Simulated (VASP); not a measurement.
# Ga (C2/c) in VASP: further runs

The runs below take Ga through electric field gradients, with PBE.

Everything below comes from runs of VASP 6.6.1. Logs are shortened: lines on timing, memory, paths and dates and some standing lists are left out, and cuts for length are marked.

### 1 The cell of the first run

The structure is monoclinic, space group C2/c (No. 15). Conventional cell: a = 2.710 Å, b = 7.889 Å, c = 3.264 Å, α = 90.00°, β = 92.02°, γ = 90.00°. Ga (site symmetry 2) has 10 Ga at 2.63 to 3.26 Å within 3.5 Å.

### 2 Electric field gradients, PBE (volume scaled by 0.94)

File INCAR:

```
  PREC = Accurate
  ENCUT = 520
  EDIFF = 1E-8
  ISMEAR = -1
  SIGMA = 0.03
  LREAL = False
  LASPH = True
  NELM = 100
  ALGO = Normal
  ISIF = 2
  LWAVE = False
  LCHARG = False
  GGA = PE
  LEFG = True
  NBANDS = 20
```

File KPOINTS:

```
regular mesh
0
Gamma
  14 14 11
```

File POSCAR:

```
Ga
1.0
    1.3547675884     -3.9443034667      0.0000000000
    1.3547675884      3.9443034667      0.0000000000
   -0.1150523885      0.0000000000      3.2619531710
Ga
2
Direct
    0.8690000000      0.1310000000      0.2500000000
    0.1310000000      0.8690000000      0.7500000000
```

Potentials or basis: VASP PAW PBE potentials, release 64 (Ga_d).

Started as:

```console
cat potpaw_PBE.64/Ga_d/POTCAR > POTCAR
mpirun -np 1 vasp_std > vasp.out
```

OUTCAR:

```text
PREC = Accurate
   ENCUT = 520
   EDIFF = 1E-8
   ISMEAR = -1
   LREAL = False
   LASPH = True
   NELM = 100
   ISIF = 2
   GGA = PE

 ion  position               nearest neighbor table
   1  0.869  0.131  0.250-   2 2.63   2 2.63   2 2.80   2 2.80   2 2.86   2 2.86
   2  0.131  0.869  0.750-   1 2.63   1 2.63   1 2.80   1 2.80   1 2.86   1 2.86

  LATTYP: Found a base centered monoclinic cell.
 ALAT       =     2.7095351768
 B/A-ratio  =     2.9114244395
 C/A-ratio  =     1.2046278548
 COS(beta)  =    -0.0352490928

  Lattice vectors:

 A1 = (   1.3547675884,  -3.9443034667,   0.0000000000)
 A2 = (   1.3547675884,   3.9443034667,   0.0000000000)
 A3 = (  -0.1150523885,   0.0000000000,   3.2619531710)

Analysis of symmetry for initial positions (statically):
=====================================================================
 Subroutine PRICEL returns:
 Original cell was already a primitive cell.

 Routine SETGRP: Setting up the symmetry group for a
 base centered monoclinic supercell.

 Subroutine GETGRP returns: Found  4 space group operations
 (whereof  2 operations were pure point group operations)
 out of a pool of  4 trial point group operations.

The static configuration has the point symmetry S_2 .
 The point group associated with its full space group is C_2h.

Analysis of symmetry for dynamics (positions and initial velocities):
=====================================================================
 Subroutine PRICEL returns:
 Original cell was already a primitive cell.

 Routine SETGRP: Setting up the symmetry group for a
 base centered monoclinic supercell.

 Subroutine GETGRP returns: Found  4 space group operations
 (whereof  2 operations were pure point group operations)
 out of a pool of  4 trial point group operations.

The dynamic configuration has the point symmetry S_2 .
 The point group associated with its full space group is C_2h.

 Subroutine INISYM returns: Found  4 space group operations
 (whereof  2 operations are pure point group operations),
 and found     1 'primitive' translations

----------------------------------------------------------------------------------------

                                     Primitive cell

  volume of cell :      34.8612

  direct lattice vectors                    reciprocal lattice vectors
     1.354767588 -3.944303467  0.000000000     0.369066993 -0.126765094  0.013017366
     1.354767588  3.944303467  0.000000000     0.369066993  0.126765094  0.013017366
    -0.115052389  0.000000000  3.261953171     0.000000000  0.000000000  0.306564793

  length of vectors
     4.170482593  4.170482593  3.263981547     0.390447546  0.390447546  0.306564793

  position of ions in fractional coordinates (direct lattice)
     0.869000000  0.131000000  0.250000000
     0.131000000  0.869000000  0.750000000

  ion indices of the primitive-cell ions
   primitive index   ion index
                 1           1
                 2           2

----------------------------------------------------------------------------------------

 KPOINTS: regular mesh

Automatic generation of k-mesh.
 Grid dimensions read from file:
 generate k-points for:   14   14   11

 Generating k-lattice:

  Cartesian coordinates                     Fractional coordinates (reciprocal lattice)
     0.026361928 -0.009054650  0.000929812     0.071428571  0.000000000 -0.000000000
     0.026361928  0.009054650  0.000929812     0.000000000  0.071428571 -0.000000000
     0.000000000  0.000000000  0.027869527     0.000000000  0.000000000  0.090909091

  Length of vectors
     0.027889110  0.027889110  0.027869527

  Shift w.r.t. Gamma in fractional coordinates (k-lattice)
     0.000000000  0.000000000  0.000000000

 Subroutine IBZKPT returns following result:
 ===========================================

 Found    582 irreducible k-points:

 Following reciprocal coordinates:
            Coordinates               Weight
  0.000000  0.000000  0.000000      1.000000
  0.071429 -0.000000  0.000000      4.000000
  0.142857  0.000000  0.000000      4.000000
  0.214286  0.000000  0.000000      4.000000
  0.285714 -0.000000  0.000000      4.000000
  0.357143 -0.000000  0.000000      4.000000
[... 16 lines left out ...]
  0.214286  0.142857  0.000000      4.000000
  0.285714  0.142857  0.000000      4.000000
 [... further k-points ...]
   k-points           NKPTS =    582   k-points in BZ     NKDIM =    582   number of bands    NBANDS=     20
   number of dos      NEDOS =    301   number of ions     NIONS =      2
   total plane-waves  NPLWV =  24576
   dimension x,y,z NGX =    32 NGY =   32 NGZ =   24
   dimension x,y,z NGXF=    64 NGYF=   64 NGZF=   48
   ions per type =               2
   NGX,Y,Z   is equivalent  to a cutoff of  12.76, 12.76, 12.22 a.u.
   NGXF,Y,Z  is equivalent  to a cutoff of  25.51, 25.51, 24.45 a.u.
 SYSTEM =  unknown system
   PREC   = accura    normal or accurate (medium, high low for compatibility)
   ISTART =      0    job   : 0-new  1-cont  2-samecut
   ICHARG =      2    charge: 1-file 2-atom 10-const
   ISPIN  =      1    spin polarized calculation?
   LNONCOLLINEAR =      F non collinear calculations
   LSORBIT =      F    spin-orbit coupling
   LASPH  =      T    aspherical Exc in radial PAW
   ENCUT  =  520.0 eV  38.22 Ry    6.18 a.u.   7.75  7.75  6.07*2*pi/ulx,y,z
   NELM   =    100;   NELMIN=  2; NELMDL= -5     # of ELM steps
   EDIFF  = 0.1E-07   stopping-criterion for ELM
   LREAL  =      F    real-space projection
   EDIFFG = 0.1E-06   stopping-criterion for IOM
   NSW    =      0    number of steps for IOM
   IBRION =     -1    ionic relax: 0-MD 1-quasi-New 2-CG
   NFREE  =      0    steps in history (QN), initial steepest desc. (CG)
   ISIF   =      2    stress and relaxation
   ISYM   =      2    0-nonsym 1-usesym 2-fastsym
   POTIM  = 0.5000    time-step for ionic-motion
   TEBEG  =    0.0;   TEEND  =   0.0 temperature during run
   PSTRESS=    0.0 pullay stress
   NELECT =      26.0000    total number of electrons
   NUPDOWN=      -1.0000    fix difference up-down
   EMIN   =  10.00;   EMAX   =-10.00  energy-range for DOS
   EFERMI =   0.00;   METHOD = LEGACY
   ISMEAR =    -1;   SIGMA  =   0.03  broadening in eV -4-tet -1-fermi 0-gaus
   EFERMI_NEDOS =   21; number of points for ismear=-14 and -15
   IALGO  =     38    algorithm
   IMIX   =      4    mixing-type and parameters
     AMIX     =   0.40;   BMIX     =  1.00
     AMIX_MAG =   1.60;   BMIX_MAG =  1.00
  volume/ion in A,a.u.               =      17.43       117.63
  Fermi-wavevector in a.u.,A,eV,Ry     =   1.484630  2.805545 29.988972  2.204127
  Thomas-Fermi vector in A             =   2.598143
   LORBIT       =      0    0 simple, 1 ext, 2 COOP (PROOUT), +10 PAW based schemes
   GGA     = PE    functional components
   LHFCALC =     F    Hartree Fock is set to
   AEXX    =    0.0000 exact exchange contribution
   IVDW    =     0    specifies the selected vdW correction
   LEPSILON=     F    determine dielectric tensor
   LRPA    =     F    only Hartree local field effects (RPA)
 non-spin polarized calculation
  energy-cutoff  :      520.00
  volume of cell :       34.86
 maximum number of plane-waves:       955
   NGX = 15   NGY = 15   NGZ = 13

 number of electron      26.0000015 magnetization

 Free energy of the ion-electron system (eV)
  ---------------------------------------------------
  ext. energy  EPLUGINS =         0.00000000
  ---------------------------------------------------
  free energy    TOTEN  =        -5.71797602 eV

  energy without entropy =       -5.71610701  energy(sigma->0) =       -5.71704151

 E-fermi :   6.2665     XC(G=0): -11.3718

 val. band max:        6.2600783968   @ k =  -0.0714   0.5000   0.3636
 cond. band min:       6.2697108095   @ k =  -0.4286   0.1429   0.0909
 fundamental gap:      0.0096324126
 Fermi energy:         6.2665290249

 k-point     1 :       0.0000    0.0000    0.0000
  band No.  band energies     occupation
      1      -9.0066      2.00000
      2      -9.0012      2.00000
      3      -8.9538      2.00000
      4      -8.9359      2.00000
      5      -8.6099      2.00000
      6      -8.6078      2.00000
[... 12 lines left out ...]
     19      17.5021      0.00000
     20      19.7721      0.00000
[... 507 lines left out ...]
 k-point    24 :       0.2857    0.1429    0.0000
  band No.  band energies     occupation
      1      -8.9499      2.00000
      2      -8.9027      2.00000
      3      -8.8602      2.00000
      4      -8.7848      2.00000
      5      -8.7526      2.00000
      6      -8.7070      2.00000
[... 12 lines left out ...]
     19      18.2636      0.00000
     20      19.1309      0.00000

 [... further k-points ...]

------------------------ aborting loop because EDIFF is reached ----------------------------------------

  FORCE on cell =-STRESS in cart. coord.  units (eV):
  Direction    XX          YY          ZZ          XY          YZ          ZX
  --------------------------------------------------------------------------------------
  -------------------------------------------------------------------------------------
  Total        1.3513800      1.3855052      1.2499096      0.0000000      0.0000000     -0.0241255
  in kB       62.1076694     63.6760177     57.4442219      0.0000000      0.0000000     -1.1087769
  external PRESSURE =      61.0759697 kB  Pullay stress =       0.0000000 kB

 VOLUME and BASIS-vectors are now :
 -----------------------------------------------------------------------------
  energy-cutoff  :      520.00
  volume of cell :       34.86
      direct lattice vectors                 reciprocal lattice vectors
     1.354767588 -3.944303467  0.000000000     0.369066993 -0.126765094  0.013017366
     1.354767588  3.944303467  0.000000000     0.369066993  0.126765094  0.013017366
    -0.115052389  0.000000000  3.261953171     0.000000000  0.000000000  0.306564793

 POSITION                                       TOTAL-FORCE (eV/Angst)
 -----------------------------------------------------------------------------------
      1.32600     -2.91090      0.81549         0.000000      0.216569     -0.000000
      1.26848      2.91090      2.44646        -0.000000     -0.216569      0.000000
 -----------------------------------------------------------------------------------
    total drift:                                0.000000      0.000000     -0.000000

  FREE ENERGIE OF THE ION-ELECTRON SYSTEM (eV)
  ---------------------------------------------------
  free  energy   TOTEN  =        -5.7179760230 eV

  energy  without entropy=       -5.7161070058  energy(sigma->0) =       -5.71704151

 Electric field gradients (V/A^2)
---------------------------------------------------------------------
 ion       V_xx      V_yy      V_zz      V_xy      V_xz      V_yz
---------------------------------------------------------------------
   1      -7.813   -18.946    26.759     0.000    -2.588    -0.000
   2      -7.813   -18.946    26.759     0.000    -2.588    -0.000
---------------------------------------------------------------------

 Electric field gradients after diagonalization (V/A^2)
 (convention: |V_zz| > |V_xx| > |V_yy|)
----------------------------------------------------------------------
 ion       V_xx      V_yy      V_zz     asymmetry (V_yy - V_xx)/ V_zz
----------------------------------------------------------------------
   1     -18.946    -8.005    26.951       0.406
   2     -18.946    -8.005    26.951       0.406
----------------------------------------------------------------------

           NMR quadrupolar parameters

 Cq : quadrupolar parameter    Cq=e*Q*V_zz/h
 eta: asymmetry parameters     (V_yy - V_xx)/ V_zz
 Q  : nuclear electric quadrupole moment in mb (millibarn)
----------------------------------------------------------------------
 ion       Cq(MHz)       eta       Q (mb)
----------------------------------------------------------------------
   1       0.065       0.406       1.000
   2       0.065       0.406       1.000
----------------------------------------------------------------------
```

Wall time 2 min (1 thread of Intel Xeon 6975P-C (Granite Rapids), shared host); peak memory 0.41 GiB.

What came out:

```
Free energy            : -5.7180 eV
Pressure               : 6.1 GPa
Largest force          : 0.217 eV/Å
Band gap on the k mesh : zero (band 13 reaches 10.40 eV, above the bottom of band 14 at 2.02 eV)
```

Forces in eV/Å, atoms in the order of the input:
```
Ga   0.000  0.217  0.000
Ga   0.000 -0.217  0.000
```

Electric field gradients, principal values (V/Å²):
```
atom   least   middle  greatest (by size)
1 Ga  -8.005  -18.946              26.951
2 Ga  -8.005  -18.946              26.951
```

Caveat: without QUAD_EFG the Cq values of the log hold for a quadrupole moment of 1 mb, not for the nuclei.

### 3 Electric field gradients, PBE (volume scaled by 0.95)

File INCAR:

```
ALGO = Normal ; EDIFF = 1E-8
ENCUT = 520 ; GGA = PE
ISIF = 2 ; ISMEAR = -1
LASPH = T ; LCHARG = F
LEFG = T ; LREAL = F
LWAVE = F ; NBANDS = 20
NELM = 60 ; PREC = Accurate
SIGMA = 0.03
```

File KPOINTS:

```
k-points
0
Gamma
  14 14 11
```

File POSCAR:

```
Ga
1.0
    1.3595547928     -3.9582410506      0.0000000000
    1.3595547928      3.9582410506      0.0000000000
   -0.1154589374      0.0000000000      3.2734796031
Ga
2
Direct
    0.8690000000      0.1310000000      0.2500000000
    0.1310000000      0.8690000000      0.7500000000
```

Potentials or basis: VASP PAW PBE potentials, release 64 (Ga_d).

Started as:

```console
cat potpaw_PBE.64/Ga_d/POTCAR > POTCAR
mpirun -np 1 vasp_std > vasp.out
```

OUTCAR:

```text
EDIFF = 1E-8
   ENCUT = 520
   GGA = PE
   ISIF = 2
   ISMEAR = -1
   LASPH = T
   LREAL = F
   NELM = 60
   PREC = Accurate

 ion  position               nearest neighbor table
   1  0.869  0.131  0.250-   2 2.64   2 2.64   2 2.81   2 2.81   2 2.87   2 2.87
   2  0.131  0.869  0.750-   1 2.64   1 2.64   1 2.81   1 2.81   1 2.87   1 2.87

  LATTYP: Found a base centered monoclinic cell.
 ALAT       =     2.7191095856
 B/A-ratio  =     2.9114244395
 C/A-ratio  =     1.2046278548
 COS(beta)  =    -0.0352490928

[... 768 lines left out ...]
  FREE ENERGIE OF THE ION-ELECTRON SYSTEM (eV)
  ---------------------------------------------------
  free  energy   TOTEN  =        -5.7311874546 eV

  energy  without entropy=       -5.7293714038  energy(sigma->0) =       -5.73027943

 Electric field gradients (V/A^2)
---------------------------------------------------------------------
 ion       V_xx      V_yy      V_zz      V_xy      V_xz      V_yz
---------------------------------------------------------------------
   1      -7.562   -18.870    26.431     0.000    -2.520    -0.000
   2      -7.562   -18.870    26.431     0.000    -2.520    -0.000
---------------------------------------------------------------------

 Electric field gradients after diagonalization (V/A^2)
 (convention: |V_zz| > |V_xx| > |V_yy|)
----------------------------------------------------------------------
 ion       V_xx      V_yy      V_zz     asymmetry (V_yy - V_xx)/ V_zz
----------------------------------------------------------------------
   1     -18.870    -7.747    26.617       0.418
   2     -18.870    -7.747    26.617       0.418
----------------------------------------------------------------------

           NMR quadrupolar parameters

 Cq : quadrupolar parameter    Cq=e*Q*V_zz/h
 eta: asymmetry parameters     (V_yy - V_xx)/ V_zz
 Q  : nuclear electric quadrupole moment in mb (millibarn)
----------------------------------------------------------------------
 ion       Cq(MHz)       eta       Q (mb)
----------------------------------------------------------------------
   1       0.064       0.418       1.000
   2       0.064       0.418       1.000
----------------------------------------------------------------------
```

OSZICAR:

```text
N       E                     dE             d eps       ncg     rms          rms(c)
DAV:   1     0.130249297806E+03    0.13025E+03   -0.13204E+04 24748   0.251E+03
DAV:   2     0.531527632577E+01   -0.12493E+03   -0.12173E+03 24016   0.384E+02
DAV:   3    -0.562803235140E+01   -0.10943E+02   -0.10882E+02 26188   0.935E+01
DAV:   4    -0.578663061388E+01   -0.15860E+00   -0.15851E+00 26652   0.124E+01
DAV:   5    -0.578931321637E+01   -0.26826E-02   -0.26824E-02 26816   0.158E+00    0.152E+00
DAV:   6    -0.574127448156E+01    0.48039E-01   -0.95459E-02 31572   0.530E+00    0.778E-01
DAV:   7    -0.573221800207E+01    0.90565E-02   -0.18706E-02 33588   0.195E+00    0.213E-01
DAV:   8    -0.573117083134E+01    0.10472E-02   -0.24161E-03 26156   0.686E-01    0.196E-02
DAV:   9    -0.573118659479E+01   -0.15763E-04   -0.11351E-04 26340   0.106E-01    0.830E-03
DAV:  10    -0.573118761122E+01   -0.10164E-05   -0.73050E-06 25944   0.304E-02    0.229E-03
DAV:  11    -0.573118754627E+01    0.64942E-07   -0.10506E-06 27404   0.124E-02    0.557E-04
DAV:  12    -0.573118751450E+01    0.31770E-07   -0.10684E-07 27704   0.421E-03    0.167E-04
DAV:  13    -0.573118745437E+01    0.60130E-07   -0.13600E-08 17272   0.174E-03    0.615E-05
DAV:  14    -0.573118745461E+01   -0.23738E-09   -0.23625E-09 13328   0.689E-04
   1 F= -.57311875E+01 E0= -.57302794E+01  d E =-.181605E-02
```

stdout:

```text
POSCAR found type information on POSCAR Ga
 POSCAR found :  1 types and       2 ions
 scaLAPACK will be used
 LDA part: xc-table for (Slater+PW92), standard interpolation
 POSCAR, INCAR and KPOINTS ok, starting setup
 FFT: planning ... GRIDC
 FFT: planning ... GRID_SOFT
 FFT: planning ... GRID
 WAVECAR not read
 entering main loop
ion   1

ion   2
```

Run time: 7.4 min. Hardware: 1 thread of Oxide Virtual Turin-like, shared host; peak memory 0.39 GiB.

Results:

| Item | Value |
| --- | --- |
| Free energy | -5.7312 eV |
| Pressure | 5.3 GPa |
| Largest force | 0.212 eV/Å |
| Band gap on the k mesh | zero (band 13 reaches 10.27 eV, above the bottom of band 14 at 1.96 eV) |

Forces on the atoms (eV/Å):
```
Ga   0.000  0.212  0.000
Ga   0.000 -0.212  0.000
```

Electric field gradients, principal values (V/Å²):
```tsv
atom	least	middle	greatest (by size)
1 Ga	-7.747	-18.870	26.617
2 Ga	-7.747	-18.870	26.617
```

Caveat: without QUAD_EFG the Cq values of the log hold for a quadrupole moment of 1 mb, not for the nuclei.
